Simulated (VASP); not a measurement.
# InBi3O (Pm-3m) in VASP: further runs, part 2 of 2

VASP 6.6.1.

### Step 3. Relaxation of cell and atoms, PBE

This run uses another cell than the first one, of 24.26 Å³/atom.

INCAR reads:

```
SYSTEM = InBi3O
ALGO     = Normal         ! electronic algorithm
EDIFF    = 1E-6           ! SCF threshold, eV
EDIFFG   = -0.08          ! ionic threshold
ENCUT    = 600            ! plane-wave cutoff, eV
GGA      = PE             ! functional
IBRION   = 2              ! ionic algorithm
ISIF     = 3              ! what is computed and relaxed
ISMEAR   = 0              ! smearing method
LASPH    = .TRUE.         ! aspherical terms in the spheres
LCHARG   = .FALSE.        ! write CHGCAR
LREAL    = .FALSE.        ! projectors in reciprocal space
LWAVE    = .FALSE.        ! write WAVECAR
NELM     = 80             ! most SCF steps
NSW      = 36             ! ionic steps
PREC     = Accurate       ! precision mode
SIGMA    = 0.2            ! smearing width, eV
```

KPOINTS reads:

```
k-points
0
G
  3 3 3
  0 0 0
```

POSCAR reads:

```
InBi3O
1.0
    4.9500000000      0.0000000000      0.0000000000
    0.0000000000      4.9500000000      0.0000000000
    0.0000000000      0.0000000000      4.9500000000
In Bi O
1 3 1
Direct
    0.0000000000      0.0000000000      0.0000000000
    0.0000000000      0.5000000000      0.5000000000
    0.5000000000      0.0000000000      0.5000000000
    0.5000000000      0.5000000000      0.0000000000
    0.5000000000      0.5000000000      0.5000000000
```

Potentials or basis: VASP PAW PBE potentials, release 64 (In_d, Bi_d, O).

On the command line:

```console
$ cat potpaw_PBE.64/In_d/POTCAR potpaw_PBE.64/Bi_d/POTCAR potpaw_PBE.64/O/POTCAR > POTCAR
$ mpirun -np 1 vasp_std > vasp.out
```

OUTCAR:

```text
SYSTEM = InBi3O
   EDIFF = 1E-6
   EDIFFG = -0.08
   ENCUT = 600
   GGA = PE
   IBRION = 2
   ISIF = 3
   ISMEAR = 0
   LASPH = .TRUE.
   LREAL = .FALSE.
   NELM = 80
   NSW = 36
   PREC = Accurate

 ion  position               nearest neighbor table
   1  0.000  0.000  0.000-   2 3.50   3 3.50   4 3.50   2 3.50   3 3.50   2 3.50   4 3.50   2 3.50
                             3 3.50   4 3.50   3 3.50   4 3.50
   2  0.000  0.500  0.500-   5 2.48   5 2.48   4 3.50   1 3.50   1 3.50   4 3.50   1 3.50   3 3.50
                             1 3.50   3 3.50   4 3.50   3 3.50   4 3.50   3 3.50
   3  0.500  0.000  0.500-   5 2.48   5 2.48   4 3.50   1 3.50   1 3.50   4 3.50   2 3.50   4 3.50
                             2 3.50   4 3.50   1 3.50   2 3.50   1 3.50   2 3.50
   4  0.500  0.500  0.000-   5 2.48   5 2.48   3 3.50   1 3.50   2 3.50   3 3.50   2 3.50   1 3.50
                             3 3.50   3 3.50   1 3.50   2 3.50   2 3.50   1 3.50
   5  0.500  0.500  0.500-   2 2.48   3 2.48   4 2.48   4 2.48   3 2.48   2 2.48

  LATTYP: Found a simple cubic cell.
 ALAT       =     4.9500000000

  Lattice vectors:

 A1 = (   4.9500000000,   0.0000000000,   0.0000000000)
 A2 = (   0.0000000000,   4.9500000000,   0.0000000000)
 A3 = (   0.0000000000,   0.0000000000,   4.9500000000)

Analysis of symmetry for initial positions (statically):
=====================================================================
 Subroutine PRICEL returns:
[... 151 lines left out ...]

 Free energy of the ion-electron system (eV)
  ---------------------------------------------------
  ext. energy  EPLUGINS =         0.00000000
  ---------------------------------------------------
  free energy    TOTEN  =       -19.94244610 eV

  energy without entropy =      -19.85611632  energy(sigma->0) =      -19.89928121

------------------------ aborting loop because EDIFF is reached ----------------------------------------

  FORCE on cell =-STRESS in cart. coord.  units (eV):
  Direction    XX          YY          ZZ          XY          YZ          ZX
  --------------------------------------------------------------------------------------
  -------------------------------------------------------------------------------------
  Total        1.8135785      1.8135785      1.8135785      0.0000000      0.0000000      0.0000000
  in kB       23.9569394     23.9569394     23.9569394      0.0000000      0.0000000      0.0000000
  external PRESSURE =      23.9569394 kB  Pullay stress =       0.0000000 kB
[... 65 lines left out ...]
--------------------------------------- Ionic step        3  -------------------------------------------

 number of electron      64.0000036 magnetization

 Free energy of the ion-electron system (eV)
  ---------------------------------------------------
  ext. energy  EPLUGINS =         0.00000000
  ---------------------------------------------------
  free energy    TOTEN  =       -19.97468650 eV

  energy without entropy =      -19.87085612  energy(sigma->0) =      -19.92277131

 E-fermi :   7.6325     XC(G=0): -10.3964

 val. band max:        7.5165954277   @ k =   0.3333   0.0000   0.0000
 cond. band min:       7.6584746312   @ k =   0.3333   0.3333   0.3333
 fundamental gap:      0.1418792036
 Fermi energy:         7.6325428042

 k-point     1 :       0.0000    0.0000    0.0000
  band No.  band energies     occupation
      1     -15.7029      2.00000
      2     -15.4682      2.00000
      3     -15.4682      2.00000
      4     -15.4682      2.00000
      5     -15.3555      2.00000
      6     -15.3555      2.00000
[... 185 lines left out ...]
  FREE ENERGIE OF THE ION-ELECTRON SYSTEM (eV)
  ---------------------------------------------------
  free  energy   TOTEN  =       -19.9746864959 eV

  energy  without entropy=      -19.8708561150  energy(sigma->0) =      -19.92277131

 reached required accuracy - stopping structural energy minimisation
```

It took 53 s on 1 thread of Oxide Virtual Turin-like, shared host; peak memory 0.21 GiB.

Results:

```
Free energy                           : -19.9747 eV
Relaxed volume                        : 25.15 Å³/atom
Relaxed cell                          : a = 5.010 Å, b = 5.010 Å, c = 5.010 Å, α = 90.00°, β = 90.00°, γ = 90.00°
Space group after relaxing (to 0.1 Å) : Pm-3m (No. 221)
Energy gained by relaxing             : 6.4 meV/atom
Ionic steps                           : 3
Pressure after relaxing               : 0.0 GPa
Band gap on the k mesh                : zero (bands 32 and 33 overlap by 0.75 eV)
```

Step by step:
| step | energy change (eV) | largest force (eV/Å) | pressure (GPa) | volume (Å³) |
| --- | --- | --- | --- | --- |
| 1 | 0.0000 | 0.0000 | 2.40 | 121.29 |
| 2 | -0.0266 | 0.0000 | -0.91 | 127.77 |
| 3 | -0.0322 | 0.0000 | 0.01 | 125.77 |

Final structure:
```yaml
crystal:
  lattice:
    - [5.01023, 0.00000, 0.00000]
    - [0.00000, 5.01023, 0.00000]
    - [0.00000, 0.00000, 5.01023]
  atoms:
    - { symbol: In, position: [0.00000, 0.00000, 0.00000] }
    - { symbol: Bi, position: [0.00000, 0.50000, 0.50000] }
    - { symbol: Bi, position: [0.50000, 0.00000, 0.50000] }
    - { symbol: Bi, position: [0.50000, 0.50000, 0.00000] }
    - { symbol: O, position: [0.50000, 0.50000, 0.50000] }
```

Caveat: the k points lie up to 0.42 Å⁻¹ apart in the final cell, too coarse for converged energies and pressures of a metal; spin-orbit coupling is left out, which moves the levels of the heavy elements.

### Step 4. Single point, PBE

This run uses another cell than the first one, of 25.91 Å³/atom.

INCAR reads:

```
SYSTEM = InBi3O
  PREC = Accurate
  ENCUT = 520
  EDIFF = 1E-7
  ISMEAR = 0
  SIGMA = 0.1
  LREAL = .FALSE.
  LASPH = .TRUE.
  NELM = 60
  ALGO = Fast
  ISIF = 2
  LWAVE = .FALSE.
  LCHARG = .FALSE.
  GGA = PE
  NBANDS = 40
```

KPOINTS reads:

```
Automatic mesh
0
G
  6 6 6
  0 0 0
```

POSCAR: that of step 3 with these lines changed.

```diff
@@ -2,5 +2,5 @@
 1.0
-    4.9500000000      0.0000000000      0.0000000000
-    0.0000000000      4.9500000000      0.0000000000
-    0.0000000000      0.0000000000      4.9500000000
+    5.0598392659      0.0000000000      0.0000000000
+    0.0000000000      5.0598392659      0.0000000000
+    0.0000000000      0.0000000000      5.0598392659
 In Bi O
```

On the command line:

```console
$ cat potpaw_PBE.64/In_d/POTCAR potpaw_PBE.64/Bi_d/POTCAR potpaw_PBE.64/O/POTCAR > POTCAR
$ mpirun -np 1 vasp_std > vasp.out
```

Wall time 1.8 min (1 thread of Oxide Virtual Turin-like, shared host); peak memory 0.25 GiB.

It converged, with:

| Quantity | Value |
| --- | --- |
| Free energy | -19.6046 eV |
| Pressure | 0.0 GPa |
| Band gap on the k mesh | zero (bands 32 and 33 overlap by 1.18 eV) |

Levels at points of the mesh, in eV from the Fermi level:
| k point | band 30 | band 31 | band 32 | band 33 | band 34 | band 35 |
| --- | --- | --- | --- | --- | --- | --- |
| (0.00, 0.00, 0.00) | -1.74 | -1.74 | 0.45 | 0.45 | 0.45 | 4.07 |
| (0.50, 0.00, 0.00) | -1.75 | -0.84 | -0.40 | -0.40 | 0.88 | 1.69 |
| (0.50, 0.50, 0.00) | -1.84 | -0.93 | -0.93 | -0.72 | -0.51 | 1.25 |
| (0.50, 0.50, 0.50) | -2.77 | -2.77 | -2.01 | 2.83 | 2.83 | 3.30 |

Caveat: spin-orbit coupling is left out, which moves the levels of the heavy elements.

### Step 5. Relaxation of cell and atoms, PBE

INCAR reads:

```
ALGO     = Fast           # electronic algorithm
EDIFF    = 1E-6           # SCF threshold, eV
EDIFFG   = -0.01          # ionic threshold
ENCUT    = 600            # plane-wave cutoff, eV
GGA      = PE             # functional
IBRION   = 2              # ionic algorithm
ISIF     = 3              # what is computed and relaxed
ISMEAR   = 0              # smearing method
LASPH    = T              # aspherical terms in the spheres
LCHARG   = F              # write CHGCAR
LREAL    = F              # projectors in reciprocal space
LWAVE    = F              # write WAVECAR
NELM     = 60             # most SCF steps
NSW      = 100            # ionic steps
PREC     = Accurate       # precision mode
SIGMA    = 0.1            # smearing width, eV
```

KPOINTS reads:

```
k-points
0
Gamma
  6 6 6
```

POSCAR: that of step 4 with these lines changed.

```diff
@@ -2,5 +2,5 @@
 1.0
-    5.0598392659      0.0000000000      0.0000000000
-    0.0000000000      5.0598392659      0.0000000000
-    0.0000000000      0.0000000000      5.0598392659
+    5.0132235787      0.0000000000      0.0000000000
+    0.0000000000      5.0132235787      0.0000000000
+    0.0000000000      0.0000000000      5.0132235787
 In Bi O
```

On the command line:

```console
$ cat potpaw_PBE.64/In_d/POTCAR potpaw_PBE.64/Bi_d/POTCAR potpaw_PBE.64/O/POTCAR > POTCAR
$ mpirun -np 1 vasp_std > vasp.out
```

Run time: 3.7 min. Hardware: 1 thread of Oxide Virtual Turin-like, shared host; peak memory 0.28 GiB.

The run converged. Its results:

```
Free energy                           : -19.6046 eV
Relaxed volume                        : 25.91 Å³/atom
Relaxed cell                          : a = 5.060 Å, b = 5.060 Å, c = 5.060 Å, α = 90.00°, β = 90.00°, γ = 90.00°
Space group after relaxing (to 0.1 Å) : Pm-3m (No. 221)
Energy gained by relaxing             : 3.7 meV/atom
Ionic steps                           : 3
Pressure after relaxing               : 0.0 GPa
Band gap on the k mesh                : zero (bands 32 and 33 overlap by 1.18 eV)
```

Step by step:
```
step  energy change (eV)  largest force (eV/Å)  pressure (GPa)  volume (Å³)
   1              0.0000                0.0000            1.69       125.99
   2             -0.0160                0.0000           -0.57       130.90
   3             -0.0183                0.0000            0.01       129.56
```

Final structure:
```
In Bi O
1.0
     5.06012    0.00000    0.00000
     0.00000    5.06012    0.00000
     0.00000    0.00000    5.06012
In Bi O
1 3 1
Direct
  0.00000 0.00000 0.00000
  0.00000 0.50000 0.50000
  0.50000 0.00000 0.50000
  0.50000 0.50000 0.00000
  0.50000 0.50000 0.50000
```

Levels at points of the mesh, in eV from the Fermi level:
| k point | band 29 | band 30 | band 31 | band 32 | band 33 | band 34 | band 35 | band 36 |
| --- | --- | --- | --- | --- | --- | --- | --- | --- |
| (0.00, 0.00, 0.00) | -1.74 | -1.74 | -1.74 | 0.45 | 0.45 | 0.45 | 4.07 | 4.07 |
| (0.50, 0.00, 0.00) | -1.75 | -1.75 | -0.83 | -0.40 | -0.40 | 0.88 | 1.69 | 1.71 |
| (0.50, 0.50, 0.00) | -1.84 | -1.84 | -0.93 | -0.93 | -0.72 | -0.51 | 1.25 | 2.72 |
| (0.50, 0.50, 0.50) | -2.77 | -2.77 | -2.77 | -2.01 | 2.83 | 2.83 | 3.29 | 3.29 |

Caveat: spin-orbit coupling is left out, which moves the levels of the heavy elements.

### Step 6. The runs side by side

| task | cell | k mesh | cutoff (eV) | smearing | gap on the mesh (eV) | pressure (GPa) | relaxed volume (Å³/atom) |
| --- | --- | --- | --- | --- | --- | --- | --- |
| single point | a = 5.013 Å, 5 atoms | 3 × 3 × 3 | 520 | gaussian 0.2 eV | none | -0.1 | - |
| relaxation of cell and atoms | relaxed from a = 4.950 Å, 5 atoms | 3 × 3 × 3 | 600 | gaussian 0.2 eV | none | 0.0 | 25.15 |
| single point | a = 5.060 Å, 5 atoms | 6 × 6 × 6 | 520 | gaussian 0.1 eV | none | 0.0 | - |
| relaxation of cell and atoms | relaxed from a = 5.013 Å, 5 atoms | 6 × 6 × 6 | 600 | gaussian 0.1 eV | none | 0.0 | 25.91 |

Alike in all rows: level PBE; potentials or basis VASP PAW PBE potentials, release 64 (In_d, Bi_d, O); no spin polarisation.

Caveats: some runs use coarse meshes; spin-orbit coupling is left out, which moves the levels of the heavy elements.

Total energies depend on the potentials used, so only differences within one code and one set of settings carry meaning.

The gap in the log of VASP goes by the Fermi energy; the results here count the filled bands.